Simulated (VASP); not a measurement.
Runs of VASP 6.6.1 on TaF3. The structure is that of space group P4/mmm (No. 123), or close to it. The cells are those of the table. 

| cell | gap on the mesh (eV) | pressure (GPa) |
| --- | --- | --- |
| a = 3.476, b = 3.476, c = 4.915 Å, 4 atoms | none | 61.8 |
| a = 4.238, b = 4.238, c = 3.306 Å, 4 atoms | none | 49.8 |
| a = 4.118, b = 4.118, c = 3.501 Å, 4 atoms | none | (b) |
| a = 4.379, b = 4.379, c = 3.096 Å, 4 atoms | none | 82.4 |
| a = 3.671, b = 3.671, c = 4.405 Å, 4 atoms | none | (a) |

Alike in all rows: task single point; level PBEsol; potentials or basis VASP PAW PBE potentials, release 64 (Ta_pv, F); no spin polarisation; k mesh 14 × 14 × 14; cutoff (eV) 520; smearing gaussian 0.15 eV.

Fill in the values left out.

(a) 32.8; (b) 32.6.

Caveats: the cell stands under pressure; the PAW data sets were made with another functional, which shifts forces and pressure a little; spin-orbit coupling is left out, which moves the levels of the heavy elements.

A k mesh can miss the band edges, and the runs leave out spin-orbit coupling on Ta.

A gap of «none» marks levels without a gap at the run's occupations.
